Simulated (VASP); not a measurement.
# Mg8HO8 (a cell with a defect) in VASP: notebook

The runs below take Mg8HO8 (a cell with a defect) through single point, with PBE.

Program: VASP 6.6.1. These are calculated values, not measurements. Logs are shortened: lines on timing, memory, paths and dates and some standing lists are left out, and cuts for length are marked.

### Step 1. The cell of the first run

The cell holds a defect, 17 atoms: a = 5.955 Å, b = 5.955 Å, c = 5.955 Å, α = 60.00°, β = 60.00°, γ = 60.00°.

### Step 2. Single point, PBE

INCAR

```
SYSTEM = Mg8HO8
ALGO = Normal ; EDIFF = 1E-7
ENCUT = 520 ; GGA = PE
ISIF = 2 ; ISMEAR = 0
LASPH = .TRUE. ; LCHARG = .TRUE.
LELF = .TRUE. ; LREAL = Auto
LVHAR = .TRUE. ; LWAVE = .FALSE.
NBANDS = 46 ; NELECT = 64.0
NELM = 60 ; PREC = Accurate
SIGMA = 0.05
```

KPOINTS

```
k-points
0
G
  2 2 2
  0 0 0
```

POSCAR

```
Mg8HO8
1.0
    0.0000000000      4.2110000000      4.2110000000
    4.2110000000      0.0000000000      4.2110000000
    4.2110000000      4.2110000000      0.0000000000
Mg O H
8 8 1
Direct
    0.0026827357     -0.0020809784      0.0028955118
    0.0345275469      0.0148668962      0.4732155070
    0.0086209926      0.4972213251      0.0088508668
    0.0114675849      0.4985476134      0.4980847780
    0.4729729280      0.0149786274      0.0347131323
    0.5008830444      0.0054943006      0.5010853716
    0.4978588221      0.4985873902      0.0116925908
    0.5061839231      0.4947773688      0.5063679649
    0.2545303966      0.2603240323      0.2547600332
    0.2522862740      0.2483116837      0.7579029922
    0.2544304203      0.7517704821      0.2545942769
    0.2563630967      0.7492483971      0.7514944194
    0.7577064830      0.2482999288      0.2524846830
    0.7546421278      0.2296554263      0.7548401805
    0.7512958917      0.7492669200      0.2565416766
    0.7543679649      0.7443964616      0.7544351698
    0.7602339112     -0.0971180242      0.7604592733
```

Potentials or basis: VASP PAW PBE potentials, release 64 (Mg, O, H).

Command:

```sh
$ cat potpaw_PBE.64/Mg/POTCAR potpaw_PBE.64/O/POTCAR potpaw_PBE.64/H/POTCAR > POTCAR
$ mpirun -np 1 vasp_std > vasp.out
```

OUTCAR:

```text
SYSTEM = Mg8HO8
   EDIFF = 1E-7
   ENCUT = 520
   GGA = PE
   ISIF = 2
   ISMEAR = 0
   LASPH = .TRUE.
   LREAL = Auto
   NELECT = 64.0
   NELM = 60
   PREC = Accurate

 ion  position               nearest neighbor table
   1  0.003  0.998  0.003-  14 2.09  13 2.11  10 2.11  15 2.11  12 2.11  11 2.12   3 2.95   2 2.95
                             5 2.95   7 2.96   4 2.96   6 2.98   6 2.98   4 2.99   7 2.99   3 3.01
   2  0.035  0.015  0.473-  17 1.79   9 1.96  11 2.04  13 2.10  14 2.11  12 2.11  16 2.32   5 2.61
                             3 2.82   6 2.84   4 2.89   1 2.95   8 2.96   8 3.01   1 3.02   4 3.07
   3  0.009  0.497  0.009-   9 2.07  15 2.10  12 2.11  13 2.11  10 2.11  16 2.14   5 2.82   2 2.82
                             4 2.93   7 2.93   1 2.95   8 2.98   8 2.98   1 3.01   7 3.03   4 3.03
   4  0.011  0.499  0.498-   9 2.03  11 2.09  10 2.11  15 2.11  16 2.12  14 2.21   2 2.89   7 2.90
                             6 2.93   3 2.93   8 2.96   1 2.96   1 2.99   8 3.00   3 3.03   6 3.03
   5  0.473  0.015  0.035-  17 1.79   9 1.96  11 2.04  10 2.10  14 2.11  15 2.11  16 2.32   2 2.61
                             3 2.82   6 2.84   7 2.89   1 2.95   8 2.96   8 3.01   1 3.02   7 3.07
   6  0.501  0.005  0.501-   9 2.08  13 2.10  10 2.10  12 2.11  15 2.11  16 2.13   5 2.84   2 2.84
                             4 2.93   7 2.93   8 2.95   1 2.98   1 2.98   8 3.01   7 3.03   4 3.03
   7  0.498  0.499  0.012-   9 2.03  11 2.09  13 2.11  12 2.11  16 2.12  14 2.21   5 2.89   4 2.90
                             6 2.93   3 2.93   8 2.96   1 2.96   1 2.99   8 3.00   3 3.03   6 3.03
   8  0.506  0.495  0.506-  14 2.09  12 2.10  15 2.10  13 2.11  10 2.11  11 2.12   6 2.95   7 2.96
                             4 2.96   2 2.96   5 2.96   3 2.98   3 2.98   4 3.00   7 3.00   5 3.01
   9  0.255  0.260  0.255-   5 1.96   2 1.96   4 2.03   7 2.03   3 2.07   6 2.08
  10  0.252  0.248  0.758-   5 2.10   6 2.10   3 2.11   1 2.11   8 2.11   4 2.11
  11  0.254  0.752  0.255-   2 2.04   5 2.04   7 2.09   4 2.09   1 2.12   8 2.12
  12  0.256  0.749  0.751-   8 2.10   3 2.11   1 2.11   6 2.11   7 2.11   2 2.11
  13  0.758  0.248  0.252-   2 2.10   6 2.10   3 2.11   1 2.11   8 2.11   7 2.11
  14  0.755  0.230  0.755-   1 2.09   8 2.09   5 2.11   2 2.11   4 2.21   7 2.21
  15  0.751  0.749  0.257-   8 2.10   3 2.10   1 2.11   6 2.11   4 2.11   5 2.11
  16  0.754  0.744  0.754-  17 0.98   4 2.12   7 2.12   6 2.13   3 2.14   2 2.32   5 2.32
  17  0.760  0.903  0.760-  16 0.98   2 1.79   5 1.79

  LATTYP: Found a face centered cubic cell.
 ALAT       =     8.4220000000

  Lattice vectors:

 A1 = (   0.0000000000,   4.2110000000,   4.2110000000)
 A2 = (   4.2110000000,   0.0000000000,   4.2110000000)
 A3 = (   4.2110000000,   4.2110000000,   0.0000000000)

Analysis of symmetry for initial positions (statically):
=====================================================================
 Subroutine PRICEL returns:
 Original cell was already a primitive cell.

 Routine SETGRP: Setting up the symmetry group for a
 face centered cubic supercell.

 Subroutine GETGRP returns: Found  1 space group operations
 (whereof  1 operations were pure point group operations)
 out of a pool of 48 trial point group operations.

The static configuration has the point symmetry C_1 .

Analysis of symmetry for dynamics (positions and initial velocities):
=====================================================================
 Subroutine PRICEL returns:
 Original cell was already a primitive cell.

 Routine SETGRP: Setting up the symmetry group for a
 face centered cubic supercell.

 Subroutine GETGRP returns: Found  1 space group operations
 (whereof  1 operations were pure point group operations)
 out of a pool of 48 trial point group operations.

The dynamic configuration has the point symmetry C_1 .

 Subroutine INISYM returns: Found  1 space group operations
 (whereof  1 operations are pure point group operations),
 and found     1 'primitive' translations

----------------------------------------------------------------------------------------

                                     Primitive cell

  volume of cell :     149.3433

  direct lattice vectors                    reciprocal lattice vectors
     0.000000000  4.211000000  4.211000000    -0.118736642  0.118736642  0.118736642
     4.211000000  0.000000000  4.211000000     0.118736642 -0.118736642  0.118736642
     4.211000000  4.211000000  0.000000000     0.118736642  0.118736642 -0.118736642

  length of vectors
     5.955253311  5.955253311  5.955253311     0.205657897  0.205657897  0.205657897

  position of ions in fractional coordinates (direct lattice)
     0.002682736  0.997919022  0.002895512
     0.034527547  0.014866896  0.473215507
[... 48 lines left out ...]
     0.059368321 -0.059368321  0.059368321     0.000000000  0.500000000  0.000000000
     0.059368321  0.059368321 -0.059368321     0.000000000  0.000000000  0.500000000

  Length of vectors
     0.102828948  0.102828948  0.102828948

  Shift w.r.t. Gamma in fractional coordinates (k-lattice)
     0.000000000  0.000000000  0.000000000

 Subroutine IBZKPT returns following result:
 ===========================================

 Found      8 irreducible k-points:

 Following reciprocal coordinates:
            Coordinates               Weight
  0.000000  0.000000  0.000000      1.000000
  0.500000  0.000000  0.000000      1.000000
  0.000000  0.500000  0.000000      1.000000
  0.000000  0.000000  0.500000      1.000000
  0.500000  0.500000  0.500000      1.000000
  0.500000  0.500000  0.000000      1.000000
  0.000000  0.500000  0.500000      1.000000
  0.500000  0.000000  0.500000      1.000000
   k-points           NKPTS =      8   k-points in BZ     NKDIM =      8   number of bands    NBANDS=     46
   number of dos      NEDOS =    301   number of ions     NIONS =     17
   total plane-waves  NPLWV = 110592
   dimension x,y,z NGX =    48 NGY =   48 NGZ =   48
   dimension x,y,z NGXF=    96 NGYF=   96 NGZF=   96
   ions per type =               8   8   1
   NGX,Y,Z   is equivalent  to a cutoff of  13.40, 13.40, 13.40 a.u.
   NGXF,Y,Z  is equivalent  to a cutoff of  26.80, 26.80, 26.80 a.u.
 SYSTEM =  Mg8HO8
   PREC   = accura    normal or accurate (medium, high low for compatibility)
   ISTART =      0    job   : 0-new  1-cont  2-samecut
   ICHARG =      2    charge: 1-file 2-atom 10-const
   ISPIN  =      1    spin polarized calculation?
   LNONCOLLINEAR =      F non collinear calculations
   LSORBIT =      F    spin-orbit coupling
   LASPH  =      T    aspherical Exc in radial PAW
   ENCUT  =  520.0 eV  38.22 Ry    6.18 a.u.  11.07 11.07 11.07*2*pi/ulx,y,z
   NELM   =     60;   NELMIN=  2; NELMDL= -5     # of ELM steps
   EDIFF  = 0.1E-06   stopping-criterion for ELM
   LREAL  =      T    real-space projection
   EDIFFG = 0.1E-05   stopping-criterion for IOM
   NSW    =      0    number of steps for IOM
   IBRION =     -1    ionic relax: 0-MD 1-quasi-New 2-CG
   NFREE  =      0    steps in history (QN), initial steepest desc. (CG)
   ISIF   =      2    stress and relaxation
   ISYM   =      2    0-nonsym 1-usesym 2-fastsym
   POTIM  = 0.5000    time-step for ionic-motion
   TEBEG  =    0.0;   TEEND  =   0.0 temperature during run
   PSTRESS=    0.0 pullay stress
   NELECT =      64.0000    total number of electrons
   NUPDOWN=      -1.0000    fix difference up-down
   EMIN   =  10.00;   EMAX   =-10.00  energy-range for DOS
   EFERMI =   0.00;   METHOD = LEGACY
   ISMEAR =     0;   SIGMA  =   0.05  broadening in eV -4-tet -1-fermi 0-gaus
   EFERMI_NEDOS =   21; number of points for ismear=-14 and -15
   IALGO  =     38    algorithm
   IMIX   =      4    mixing-type and parameters
     AMIX     =   0.40;   BMIX     =  1.00
     AMIX_MAG =   1.60;   BMIX_MAG =  1.00
  volume/ion in A,a.u.               =       8.78        59.28
  Fermi-wavevector in a.u.,A,eV,Ry     =   1.234259  2.332411 20.727046  1.523395
  Thomas-Fermi vector in A             =   2.368956
   LORBIT       =      0    0 simple, 1 ext, 2 COOP (PROOUT), +10 PAW based schemes
   GGA     = PE    functional components
   LHFCALC =     F    Hartree Fock is set to
   AEXX    =    0.0000 exact exchange contribution
   IVDW    =     0    specifies the selected vdW correction
   LEPSILON=     F    determine dielectric tensor
   LRPA    =     F    only Hartree local field effects (RPA)
 non-spin polarized calculation
 Gauss-broadening in eV      SIGMA  =   0.05
  energy-cutoff  :      520.00
  volume of cell :      149.34
 maximum number of plane-waves:      4044
 NGX is ok and might be reduce to    48
   NGX = 23   NGY = 23   NGZ = 23

 number of electron      63.9999999 magnetization

 Free energy of the ion-electron system (eV)
  ---------------------------------------------------
  ext. energy  EPLUGINS =         0.00000000
  ---------------------------------------------------
  free energy    TOTEN  =      -102.05237290 eV

  energy without entropy =     -102.05237290  energy(sigma->0) =     -102.05237290

 E-fermi :   3.6519     XC(G=0): -11.0527

 val. band max:        3.3400688419   @ k =   0.0000   0.0000   0.0000
 cond. band min:       7.6259544899   @ k =   0.0000   0.0000   0.0000
 fundamental gap:      4.2858856480
 Fermi energy:         3.6519099146

 k-point     1 :       0.0000    0.0000    0.0000
  band No.  band energies     occupation
      1     -16.5708      2.00000
      2     -13.7396      2.00000
      3     -12.8448      2.00000
      4     -12.6168      2.00000
      5     -12.3784      2.00000
      6     -12.3730      2.00000
[... 365 lines left out ...]
     43      14.6218      0.00000
     44      14.8970      0.00000
 [bands above 44 left out]

------------------------ aborting loop because EDIFF is reached ----------------------------------------

  FORCE on cell =-STRESS in cart. coord.  units (eV):
  Direction    XX          YY          ZZ          XY          YZ          ZX
  --------------------------------------------------------------------------------------
  -------------------------------------------------------------------------------------
  Total        1.8614351     -1.8749752      1.8488719     -0.1400646     -0.1398407     -4.2541647
  in kB       19.9697562    -20.1150165     19.8349760     -1.5026337     -1.5002320    -45.6393199
  external PRESSURE =       6.5632386 kB  Pullay stress =       0.0000000 kB

 VOLUME and BASIS-vectors are now :
 -----------------------------------------------------------------------------
  energy-cutoff  :      520.00
  volume of cell :      149.34
      direct lattice vectors                 reciprocal lattice vectors
     0.000000000  4.211000000  4.211000000    -0.118736642  0.118736642  0.118736642
     4.211000000  0.000000000  4.211000000     0.118736642 -0.118736642  0.118736642
     4.211000000  4.211000000  0.000000000     0.118736642  0.118736642 -0.118736642

 POSITION                                       TOTAL-FORCE (eV/Angst)
 -----------------------------------------------------------------------------------
      4.21443      0.02349      4.21353        -0.001097      0.007108     -0.000513
      2.05531      2.13811      0.20800        -0.009133     -0.005377      0.028267
      2.13107      0.07357      2.13010        -0.004840      0.022351     -0.004283
      4.19682      2.14573      2.14767        -0.010587     -0.002627      0.002475
      0.20925      2.13787      2.05476         0.025387     -0.004264     -0.010923
      2.13321      4.21929      2.13235         0.000067     -0.017300     -0.000153
[... 9 lines left out ...]
      6.31158      6.35357      6.31130        -0.100383     -0.008489     -0.104144
      7.00433      6.40364      7.00338         0.095271      0.049914      0.094601
 -----------------------------------------------------------------------------------
    total drift:                               -0.004754      0.007397     -0.002990

  FREE ENERGIE OF THE ION-ELECTRON SYSTEM (eV)
  ---------------------------------------------------
  free  energy   TOTEN  =      -102.0523729047 eV

  energy  without entropy=     -102.0523729047  energy(sigma->0) =     -102.05237290
```

Wall time 69 s (1 thread of Intel Xeon 6975P-C (Granite Rapids), shared host); peak memory 0.33 GiB.

What came out:

```
Free energy   : -102.0524 eV
Largest force : 0.145 eV/Å
```

Forces on the atoms (eV/Å):
```
Mg  -0.001  0.007 -0.001
Mg  -0.009 -0.005  0.028
Mg  -0.005  0.022 -0.004
Mg  -0.011 -0.003  0.002
Mg   0.025 -0.004 -0.011
Mg   0.000 -0.017  0.000
Mg   0.001 -0.002 -0.010
Mg   0.000 -0.014  0.000
O    0.010  0.000  0.010
O   -0.003 -0.002  0.001
O   -0.002 -0.004 -0.002
O    0.001 -0.006 -0.003
O    0.001 -0.003 -0.002
O    0.001 -0.004  0.001
O   -0.003 -0.006  0.000
O   -0.100 -0.008 -0.104
H    0.095  0.050  0.095
```

Caveat: the k points lie up to 0.65 Å⁻¹ apart; the cell carries a net charge on a neutralising background, which shifts energy and pressure; the cell is charged against a uniform background, so pressure and absolute levels hang on convention.

### Step 3. Single point, PBE

INCAR

```
SYSTEM = Mg8HO8
PREC = Accurate
ENCUT = 520
EDIFF = 1E-6
ISMEAR = 0
SIGMA = 0.05
LREAL = .FALSE.
LASPH = .TRUE.
NELM = 120
ALGO = Normal
ISIF = 2
LWAVE = .FALSE.
LCHARG = .FALSE.
GGA = PE
NELECT = 64.0
NBANDS = 46
GGA_COMPAT = .FALSE.
```

KPOINTS

```
Automatic mesh
0
G
  1 1 1
  0 0 0
```

POSCAR

```
Mg8HO8
1.0
    0.0000000000      4.2110000000      4.2110000000
    4.2110000000      0.0000000000      4.2110000000
    4.2110000000      4.2110000000      0.0000000000
Mg O H
8 8 1
Direct
   -0.0015821658     -0.0011373783     -0.0012247685
    0.0376777488      0.0081289480      0.4681054381
    0.0045150796      0.5016361909      0.0049363572
    0.0150786037      0.5055537877      0.4919983377
    0.4673943244      0.0084031109      0.0379196153
    0.5024693659      0.0042067205      0.5025733792
    0.4918180955      0.5054989314      0.0151956780
    0.5081214676      0.4896498456      0.5083164332
    0.2529791024      0.2604832581      0.2532987414
    0.2299838518      0.2601291855      0.7550040370
    0.2528154833      0.7539867015      0.2529919259
    0.2774300641      0.7382324863      0.7515996200
    0.7544794586      0.2600446450      0.2305580622
    0.7535439326      0.1826393968      0.7541031821
    0.7515226787      0.7380194728      0.2776751365
    0.7543760389      0.7712000712      0.7543921871
    0.7564567799     -0.0584525053      0.7570119924
```

Potentials or basis: VASP PAW PBE potentials, release 64 (Mg, O, H).

Command:

```sh
$ cat potpaw_PBE.64/Mg/POTCAR potpaw_PBE.64/O/POTCAR potpaw_PBE.64/H/POTCAR > POTCAR
$ mpirun -np 1 vasp_gam > vasp.out
```

Wall time 53 s (1 thread of Intel Xeon 8259CL, shared host); peak memory 0.3 GiB.

Results (log left out):

* Free energy: -95.5955 eV
* Largest force: 0.114 eV/Å

Forces on the atoms (eV/Å):
```
Mg   0.000  0.017 -0.001
Mg  -0.011 -0.005  0.023
Mg   0.005  0.011  0.004
Mg  -0.009 -0.004  0.011
Mg   0.019 -0.002 -0.009
Mg  -0.008 -0.016 -0.011
Mg   0.013 -0.004 -0.010
Mg   0.002 -0.011  0.000
O    0.001  0.006 -0.002
O   -0.001  0.008 -0.001
O    0.010  0.009  0.009
O    0.006  0.003 -0.011
O   -0.003  0.006  0.003
O   -0.028  0.015 -0.029
O   -0.009  0.001  0.007
O   -0.058  0.004 -0.063
H    0.072 -0.040  0.079
```

Levels at points of the mesh, in eV from the Fermi level:
```
           k point  band 30  band 31  band 32  band 33  band 34  band 35
(0.00, 0.00, 0.00)    -0.40    -0.38    -0.30     3.97     6.56     7.33
```

Caveat: the k points lie up to 1.29 Å⁻¹ apart; the cell carries a net charge on a neutralising background, which shifts energy and pressure; the cell is charged against a uniform background, so pressure and absolute levels hang on convention.
